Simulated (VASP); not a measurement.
Input of a VASP 6.6.1 run:

The input POSCAR:

```
TaN
1.0
    2.8480696974      0.0000000000      0.0000000000
   -1.4240348487      2.4665007097      0.0000000000
    0.0000000000      0.0000000000      2.9175027489
Ta N
1 1
Direct
    0.3333333333      0.6666666667      0.5000000000
    0.0000000000      0.0000000000      0.0000000000
```

File INCAR.step1:

```
SYSTEM = TaN
PREC = Accurate
ENCUT = 520
ISMEAR = 0
SIGMA = 0.1
LREAL = .FALSE.
LASPH = .TRUE.
NELM = 60
NBANDS = 15
GGA = PE
ALGO = Normal
EDIFF = 1E-4
LWAVE = .TRUE.
LCHARG = .FALSE.
```

The input INCAR.step2:

```
SYSTEM = TaN
PREC = Accurate
ENCUT = 520
EDIFF = 1E-6
ISMEAR = 0
SIGMA = 0.1
LREAL = .FALSE.
LASPH = .TRUE.
NELM = 60
ALGO = Normal
ISIF = 2
LWAVE = .FALSE.
LCHARG = .FALSE.
METAGGA = R2SCAN
LMIXTAU = .TRUE.
NBANDS = 15
ISTART = 1
```

Contents of KPOINTS:

```
regular mesh
0
G
  24 24 18
  0 0 0
```

Potentials or basis: VASP PAW PBE potentials, release 64 (Ta_pv, N).

The run is started by

```console
$ cat potpaw_PBE.64/Ta_pv/POTCAR potpaw_PBE.64/N/POTCAR > POTCAR
$ cp INCAR.step1 INCAR
$ mpirun -np 1 vasp_std > vasp.out
$ cp INCAR.step2 INCAR
$ mpirun -np 1 vasp_std > vasp.out
```

(1) Estimate the pressure.

(2) What does it give for the band gap on the k mesh?

Answers

(1) 20.9 GPa.

(2) zero (bands 8 and 9 overlap by 0.47 eV).

Caveat: the cell differs from its parent crystal (biaxial strain in the a-b plane: -3.0 %, then relaxed in part); the stress differs along the axes, from 2 to 30 GPa; the PAW data sets were made with another functional, which shifts forces and pressure a little; spin-orbit coupling is left out, which moves the levels of the heavy elements.
